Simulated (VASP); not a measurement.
**Cl: relaxation of cell and atoms with PBE**

The system is Cl.

```
CELL_PARAMETERS angstrom
3.16000 0.00000 0.00000
-1.58000 2.73664 0.00000
0.00000 0.00000 5.16028
ATOMIC_POSITIONS crystal
Cl 0.33333 0.66667 0.25000
Cl 0.66667 0.33333 0.75000
```

```json
{
 "Program": "VASP 6.6.1",
 "Task": "relaxation of cell and atoms",
 "Functional": "PBE",
 "Potentials or basis": "VASP PAW PBE potentials, release 64 (Cl)",
 "Cutoff": "600 eV",
 "k mesh": "6 × 6 × 3",
 "Occupations": "fermi-dirac, width 0.01 eV",
 "Spin": "no spin polarisation",
 "Target pressure": "10 GPa",
 "Dipole correction": "no",
 "Further INCAR settings": "ALGO = Normal; EDIFF = 1e-06; IBRION = 2; EDIFFG = -0.02; NSW = 60; ISIF = 3"
}
```

- Relaxed volume: 17.99 Å³/atom
- Relaxed cell: a = 3.247 Å, b = 3.247 Å, c = 3.941 Å, α = 90.00°, β = 90.00°, γ = 120.00°
- Space group after relaxing (to 0.05 Å): P6_3/mmc (No. 194)
- Energy change on relaxing (the enthalpy is what falls): -137.6 meV/atom
- Ionic steps: 20
- Pressure after relaxing: 10.1 GPa
- Band gap on the k mesh: zero (band 7 reaches 4.68 eV, above the bottom of band 8 at 3.54 eV)

The path:
```
step  energy change (eV)  largest force (eV/Å)  pressure (GPa)  volume (Å³)
   1              0.0000                0.0000           -0.92        44.62
   2              0.1822                0.0000            9.69        35.51
   3              0.1944                0.0000           10.10        35.31
   4              0.1580                0.0000           10.98        34.72
   5              0.0866                0.0000           15.07        33.22
   6              0.7095                0.0000           38.79        29.54
   7              0.0936                0.0000           20.01        32.09
   8              0.0713                0.0000           19.92        32.22
   9              0.0401                0.0000           19.98        32.50
  10             -0.0128                0.0000           18.37        32.94
  11             -0.1491                0.0000           14.12        34.29
  12             -0.3350                0.0000            7.51        37.10
  13             -0.2741                0.0000            9.86        35.97
  14             -0.2696                0.0000            9.99        35.90
  15             -0.2652                0.0000           10.15        35.83
  16             -0.2659                0.0000           10.17        35.84
  17             -0.2680                0.0000           10.16        35.87
  18             -0.2718                0.0000           10.16        35.92
  19             -0.2716                0.0000           10.17        35.92
  20             -0.2752                0.0000           10.06        35.98
```

Final structure:
```
CELL_PARAMETERS angstrom
3.24682 0.00000 0.00000
-1.62341 2.81183 0.00000
0.00000 0.00000 3.94070
ATOMIC_POSITIONS crystal
Cl 0.33333 0.66667 0.25000
Cl 0.66667 0.33333 0.75000
```

Levels at points of the mesh, in eV from the Fermi level:
| k point | band 5 | band 6 | band 7 | band 8 | band 9 | band 10 |
| --- | --- | --- | --- | --- | --- | --- |
| (0.00, 0.00, 0.00) | -1.91 | 0.09 | 0.09 | 1.60 | 7.17 | 9.89 |
| (0.50, 0.00, 0.00) | -3.27 | -2.36 | -1.49 | 0.43 | 6.78 | 10.91 |

It took 2.1 min on 1 thread of AMD EPYC 7R13 Processor (Zen 3), with other jobs on the host, peak memory 0.14 GiB.

Caveat: the k points lie up to 0.53 Å⁻¹ apart in the final cell; the cell is relaxed towards a set pressure, so the enthalpy falls and the energy may rise; the volume moved by over 15 % at a fixed basis, so the end points are rough.
